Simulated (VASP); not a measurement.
# SnSe (Fm-3m) in VASP: settings compared

The runs below take SnSe through single point, with PBEsol+D3(BJ), PBEsol+D4.

Program: VASP 6.6.1. These are calculated values, not measurements. Logs are shortened: lines on timing, memory, paths and dates and some standing lists are left out, and cuts for length are marked.

## 1. The cell of the first run

It takes space group Fm-3m (No. 225, cubic). The conventional cell has a = 5.880 Å, b = 5.880 Å, c = 5.880 Å, α = 90.00°, β = 90.00°, γ = 90.00°. Sn (site symmetry m-3m) has 6 Se at 2.94 Å within 3.9 Å. Se (site symmetry m-3m) has 6 Sn at 2.94 Å within 3.9 Å.

## 2. Single point, PBEsol+D3(BJ)

Contents of INCAR:

```
PREC     = Accurate       # precision mode
ENCUT    = 520            # plane-wave cutoff, eV
EDIFF    = 1E-7           # SCF threshold, eV
ISMEAR   = -1             # smearing method
SIGMA    = 0.05           # smearing width, eV
LREAL    = F              # projectors in reciprocal space
LASPH    = T              # aspherical terms in the spheres
NELM     = 80             # most SCF steps
ALGO     = Normal         # electronic algorithm
ISIF     = 2              # what is computed and relaxed
LWAVE    = F              # write WAVECAR
LCHARG   = T              # write CHGCAR
GGA      = PS             # functional
IVDW     = 12             # dispersion correction
LELF     = T              # ELF
LVHAR    = T            
NBANDS   = 17             # bands
```

Contents of KPOINTS:

```
regular mesh
0
Gamma
  8 8 8
```

Contents of POSCAR:

```
SnSe
1.0
    0.0000000000      2.9397768488      2.9397768488
    2.9397768488      0.0000000000      2.9397768488
    2.9397768488      2.9397768488      0.0000000000
Sn Se
1 1
Direct
    0.0000000000      0.0000000000      0.0000000000
    0.5000000000      0.5000000000      0.5000000000
```

Potentials or basis: VASP PAW PBE potentials, release 64 (Sn_d, Se).

The run is started by

```bash
$ cat potpaw_PBE.64/Sn_d/POTCAR potpaw_PBE.64/Se/POTCAR > POTCAR
$ mpirun -np 1 vasp_std > vasp.out
```

OUTCAR:

```text
PREC = Accurate
   ENCUT = 520
   EDIFF = 1E-7
   ISMEAR = -1
   LREAL = F
   LASPH = T
   NELM = 80
   ISIF = 2
   GGA = PS
   IVDW = 12
 IVDW          = 12

 ion  position               nearest neighbor table
   1  0.000  0.000  0.000-   2 2.94   2 2.94   2 2.94   2 2.94   2 2.94   2 2.94
   2  0.500  0.500  0.500-   1 2.94   1 2.94   1 2.94   1 2.94   1 2.94   1 2.94

  LATTYP: Found a face centered cubic cell.
 ALAT       =     5.8795536976

  Lattice vectors:

 A1 = (   0.0000000000,   2.9397768488,   2.9397768488)
 A2 = (   2.9397768488,   0.0000000000,   2.9397768488)
 A3 = (   2.9397768488,   2.9397768488,   0.0000000000)

Analysis of symmetry for initial positions (statically):
=====================================================================
 Subroutine PRICEL returns:
 Original cell was already a primitive cell.

 Routine SETGRP: Setting up the symmetry group for a
 face centered cubic supercell.

 Subroutine GETGRP returns: Found 48 space group operations
[... 9 lines left out ...]

 Routine SETGRP: Setting up the symmetry group for a
 face centered cubic supercell.

 Subroutine GETGRP returns: Found 48 space group operations
[... 11 lines left out ...]
                                     Primitive cell

  volume of cell :      50.8128

  direct lattice vectors                    reciprocal lattice vectors
     0.000000000  2.939776849  2.939776849    -0.170080937  0.170080937  0.170080937
     2.939776849  0.000000000  2.939776849     0.170080937 -0.170080937  0.170080937
     2.939776849  2.939776849  0.000000000     0.170080937  0.170080937 -0.170080937

  length of vectors
     4.157472290  4.157472290  4.157472290     0.294588824  0.294588824  0.294588824

  position of ions in fractional coordinates (direct lattice)
     0.000000000  0.000000000  0.000000000
     0.500000000  0.500000000  0.500000000

  ion indices of the primitive-cell ions
   primitive index   ion index
                 1           1
                 2           2

----------------------------------------------------------------------------------------

 KPOINTS: regular mesh

Automatic generation of k-mesh.
 Grid dimensions read from file:
 generate k-points for:    8    8    8

 Generating k-lattice:

  Cartesian coordinates                     Fractional coordinates (reciprocal lattice)
    -0.021260117  0.021260117  0.021260117     0.125000000  0.000000000  0.000000000
     0.021260117 -0.021260117  0.021260117     0.000000000  0.125000000  0.000000000
[... 53 lines left out ...]
   LNONCOLLINEAR =      F non collinear calculations
   LSORBIT =      F    spin-orbit coupling
   LASPH  =      T    aspherical Exc in radial PAW
   ENCUT  =  520.0 eV  38.22 Ry    6.18 a.u.   7.73  7.73  7.73*2*pi/ulx,y,z
   NELM   =     80;   NELMIN=  2; NELMDL= -5     # of ELM steps
   EDIFF  = 0.1E-06   stopping-criterion for ELM
   LREAL  =      F    real-space projection
   EDIFFG = 0.1E-05   stopping-criterion for IOM
   NSW    =      0    number of steps for IOM
   IBRION =     -1    ionic relax: 0-MD 1-quasi-New 2-CG
   NFREE  =      0    steps in history (QN), initial steepest desc. (CG)
   ISIF   =      2    stress and relaxation
   ISYM   =      2    0-nonsym 1-usesym 2-fastsym
   POTIM  = 0.5000    time-step for ionic-motion
   TEBEG  =    0.0;   TEEND  =   0.0 temperature during run
   PSTRESS=    0.0 pullay stress
   NELECT =      20.0000    total number of electrons
   NUPDOWN=      -1.0000    fix difference up-down
   EMIN   =  10.00;   EMAX   =-10.00  energy-range for DOS
   EFERMI =   0.00;   METHOD = LEGACY
   ISMEAR =    -1;   SIGMA  =   0.05  broadening in eV -4-tet -1-fermi 0-gaus
   EFERMI_NEDOS =   21; number of points for ismear=-14 and -15
   IALGO  =     38    algorithm
   IMIX   =      4    mixing-type and parameters
     AMIX     =   0.40;   BMIX     =  1.00
     AMIX_MAG =   1.60;   BMIX_MAG =  1.00
  volume/ion in A,a.u.               =      25.41       171.45
  Fermi-wavevector in a.u.,A,eV,Ry     =   1.199758  2.267215 19.584501  1.439420
  Thomas-Fermi vector in A             =   2.335613
   LORBIT       =      0    0 simple, 1 ext, 2 COOP (PROOUT), +10 PAW based schemes
   GGA     = PS    functional components
   LHFCALC =     F    Hartree Fock is set to
   AEXX    =    0.0000 exact exchange contribution
   IVDW    =    12    specifies the selected vdW correction
   LEPSILON=     F    determine dielectric tensor
   LRPA    =     F    only Hartree local field effects (RPA)
 non-spin polarized calculation
  energy-cutoff  :      520.00
  volume of cell :       50.81
 maximum number of plane-waves:      1384
   NGX = 15   NGY = 15   NGZ = 15

 number of electron      19.9999996 magnetization

 Free energy of the ion-electron system (eV)
  ---------------------------------------------------
  ext. energy  EPLUGINS =         0.00000000
  ---------------------------------------------------
  free energy    TOTEN  =        -8.97425557 eV

  energy without entropy =       -8.97420765  energy(sigma->0) =       -8.97423161

 E-fermi :   6.5401     XC(G=0): -10.0993

 val. band max:        6.1642654522   @ k =  -0.2500   0.1250   0.0000
 cond. band min:       6.9123094475   @ k =  -0.3750   0.1250   0.0000
 fundamental gap:      0.7480439953
 Fermi energy:         6.5400506104

 k-point     1 :       0.0000    0.0000    0.0000
  band No.  band energies     occupation
      1     -15.2295      2.00000
      2     -15.2295      2.00000
      3     -15.2268      2.00000
      4     -15.2268      2.00000
      5     -15.2268      2.00000
      6      -8.1298      2.00000
[... 457 lines left out ...]
      4     -15.2150      2.00000
      5     -15.2076      2.00000
      6      -6.8421      2.00000
[... 9 lines left out ...]
     16      17.1881      0.00000
     17      17.2555      0.00000

 [... further k-points ...]

------------------------ aborting loop because EDIFF is reached ----------------------------------------

 Edisp (eV)   -0.70789

 E8    (eV) :    -0.4755

  FORCE on cell =-STRESS in cart. coord.  units (eV):
  Direction    XX          YY          ZZ          XY          YZ          ZX
  --------------------------------------------------------------------------------------
  -------------------------------------------------------------------------------------
  Total      -0.07075    -0.07075    -0.07075    -0.00000     0.00000     0.00000
  in kB      -2.23069    -2.23069    -2.23069    -0.00000     0.00000     0.00000
  external pressure =       -2.23 kB  Pullay stress =        0.00 kB

 VOLUME and BASIS-vectors are now :
 -----------------------------------------------------------------------------
  energy-cutoff  :      520.00
  volume of cell :       50.81
      direct lattice vectors                 reciprocal lattice vectors
     0.000000000  2.939776849  2.939776849    -0.170080937  0.170080937  0.170080937
     2.939776849  0.000000000  2.939776849     0.170080937 -0.170080937  0.170080937
     2.939776849  2.939776849  0.000000000     0.170080937  0.170080937 -0.170080937

 POSITION                                       TOTAL-FORCE (eV/Angst)
 -----------------------------------------------------------------------------------
      0.00000      0.00000      0.00000         0.000000      0.000000      0.000000
      2.93978      2.93978      2.93978         0.000000      0.000000     -0.000000
 -----------------------------------------------------------------------------------
    total drift:                                0.000000     -0.000000     -0.000000

  FREE ENERGIE OF THE ION-ELECTRON SYSTEM (eV)
  ---------------------------------------------------
  free  energy   TOTEN  =        -9.6821493263 eV

  energy  without entropy=       -9.6821014149  energy(sigma->0) =       -9.68212537
```

OSZICAR:

```text
N       E                     dE             d eps       ncg     rms          rms(c)
DAV:   1     0.137145061735E+03    0.13715E+03   -0.99817E+03  1003   0.149E+03
DAV:   2     0.367885928177E+01   -0.13347E+03   -0.12964E+03  1066   0.356E+02
DAV:   3    -0.877560805213E+01   -0.12454E+02   -0.12330E+02  1209   0.937E+01
DAV:   4    -0.910501249673E+01   -0.32940E+00   -0.32911E+00  1159   0.159E+01
DAV:   5    -0.911397395870E+01   -0.89615E-02   -0.89611E-02  1363   0.263E+00    0.343E+00
DAV:   6    -0.897949231633E+01    0.13448E+00   -0.30451E-01  1455   0.383E+00    0.209E+00
DAV:   7    -0.897446747457E+01    0.50248E-02   -0.60191E-02  1222   0.127E+00    0.900E-01
DAV:   8    -0.897432366905E+01    0.14381E-03   -0.57565E-03  1251   0.674E-01    0.704E-02
DAV:   9    -0.897424805543E+01    0.75614E-04   -0.84052E-04  1446   0.247E-01    0.404E-02
DAV:  10    -0.897425417991E+01   -0.61245E-05   -0.84872E-05  1218   0.640E-02    0.710E-03
DAV:  11    -0.897425558064E+01   -0.14007E-05   -0.72905E-06  1327   0.213E-02    0.289E-03
DAV:  12    -0.897425556570E+01    0.14935E-07   -0.28558E-07  1264   0.716E-03
   1 F= -.96821493E+01 E0= -.96821254E+01  d E =-.479114E-04
```

Wall time 14 s (1 thread of AMD EPYC 9R45 (Zen 5), shared host); peak memory 0.16 GiB.

What came out:

- Free energy: -9.6821 eV
- Pressure: -0.2 GPa
- Band gap on the k mesh: 0.75 eV, indirect (least direct gap 0.92 eV)
- Dispersion energy per atom: -0.354 eV

Caveat: three body term missing; the PAW data sets were made with another functional, which shifts forces and pressure a little; spin-orbit coupling is left out, which moves the levels of the heavy elements.

## 3. Single point, PBEsol+D4

This run uses another cell than the first one, of 25.65 Å³/atom, 1.010 times its volume.

Contents of INCAR:

```
SYSTEM = SnSe
  PREC = Accurate
  ENCUT = 520
  EDIFF = 1E-6
  ISMEAR = -1
  SIGMA = 0.05
  LREAL = .FALSE.
  LASPH = .TRUE.
  NELM = 60
  ALGO = Normal
  ISIF = 2
  LWAVE = .FALSE.
  LCHARG = .TRUE.
  GGA = PS
  IVDW = 13
  LELF = .TRUE.
  LVHAR = .TRUE.
  NBANDS = 17
```

Contents of KPOINTS:

```
regular mesh
0
G
  8 8 8
  0 0 0
```

Contents of POSCAR:

```
SnSe
1.0
    0.0000000000      2.9491338099      2.9491338099
    2.9491338099      0.0000000000      2.9491338099
    2.9491338099      2.9491338099      0.0000000000
Sn Se
1 1
Direct
    0.0000000000      0.0000000000      0.0000000000
    0.5000000000      0.5000000000      0.5000000000
```

Potentials or basis: VASP PAW PBE potentials, release 64 (Sn_d, Se).

The run is started by

```bash
$ cat potpaw_PBE.64/Sn_d/POTCAR potpaw_PBE.64/Se/POTCAR > POTCAR
$ mpirun -np 1 vasp_std > vasp.out
```

Run time: 13 s. Hardware: 1 thread of AMD EPYC 9R45 (Zen 5), shared host; peak memory 0.15 GiB.

It converged, with:

```
Free energy                : -9.4519 eV
Pressure                   : 0.0 GPa
Band gap on the k mesh     : 0.76 eV, indirect (least direct gap 0.92 eV)
Dispersion energy per atom : -0.236 eV
```

Levels at points of the mesh, in eV from the valence-band top:
| k point | band 7 | band 8 | band 9 | band 10 | band 11 | band 12 | band 13 | band 14 |
| --- | --- | --- | --- | --- | --- | --- | --- | --- |
| (0.00, 0.00, 0.00) | -4.79 | -2.25 | -2.25 | -2.25 | 4.63 | 4.63 | 4.63 | 5.84 |
| (0.50, 0.00, 0.00) | -8.30 | -1.99 | -1.99 | -0.02 | 0.91 | 1.28 | 1.28 | 8.41 |
| (0.50, 0.50, 0.00) | -5.94 | -5.83 | -3.83 | -3.83 | 2.82 | 5.78 | 5.78 | 6.44 |

Caveat: the PAW data sets were made with another functional, which shifts forces and pressure a little; spin-orbit coupling is left out, which moves the levels of the heavy elements. A k mesh can miss the band edges.
